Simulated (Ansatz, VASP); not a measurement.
## Two plane-wave programs on B

The input INCAR:

```
SYSTEM = B
PREC = Accurate
ENCUT = 600
EDIFF = 1E-6
ISMEAR = -1
SIGMA = 0.1
LREAL = .FALSE.
LASPH = .TRUE.
NELM = 80
ALGO = Normal
ISIF = 3
LWAVE = .FALSE.
LCHARG = .FALSE.
GGA = RP
IBRION = 2
NSW = 80
EDIFFG = -0.01
```

The input KPOINTS:

```
regular mesh
0
G
  18 18 18
  0 0 0
```

Contents of POSCAR:

```
B
1.0
    0.0000000000      1.4853449006      1.4853449006
    1.4853449006      0.0000000000      1.4853449006
    1.4853449006      1.4853449006      0.0000000000
B
1
Direct
    0.0000000000      0.0000000000      0.0000000000
```

Input for Ansatz:

```yaml
crystal:
  lattice:
    - [0.0, 1.4853449006, 1.4853449006]
    - [1.4853449006, 0.0, 1.4853449006]
    - [1.4853449006, 1.4853449006, 0.0]
  atoms:
    - { symbol: B, position: [0.0, 0.0, 0.0] }
hamiltonian:
  xc: rpbe
  pseudopotentials:
    kind: paw
    azcp:
      B: "pseudopotentials/B.paw.azcp"
basis:
  ecutwfc: 420
  fft_grid_basis: typed
kpoints:
  mp_grid: { grid: [18, 18, 18], shift: [0, 0, 0] }
magnetization:
  spin_polarized: false
scf:
  occupations: { method: fermi_dirac, width: 0.1 }
relax:
  max_steps: 60
  f_tol: 0.01
  cell: {}
```

Alike in both runs: task relaxation of cell and atoms; functional RPBE; k mesh 18 × 18 × 18; occupations fermi-dirac, width 0.1 eV; no spin polarisation.

```csv
,VASP,Ansatz
version,VASP 6.6.1,Ansatz 0.2.0
potentials or method,"VASP PAW PBE potentials, release 64 (B), cutoff 600 eV","plane waves (420 eV) with PAW, scalar-relativistic"
valence electrons in the cell,3,3
```

VASP gave:

- relaxed volume (Å³/atom): 5.97
- relaxed cell length with the largest relative difference (Å): 2.037

Problem. What did Ansatz give for the same quantities?

Solution. Relaxed volume (Å³/atom): 5.98; relaxed cell length with the largest relative difference (Å): 2.037.

VASP's potentials were made for PBE, not for RPBE.
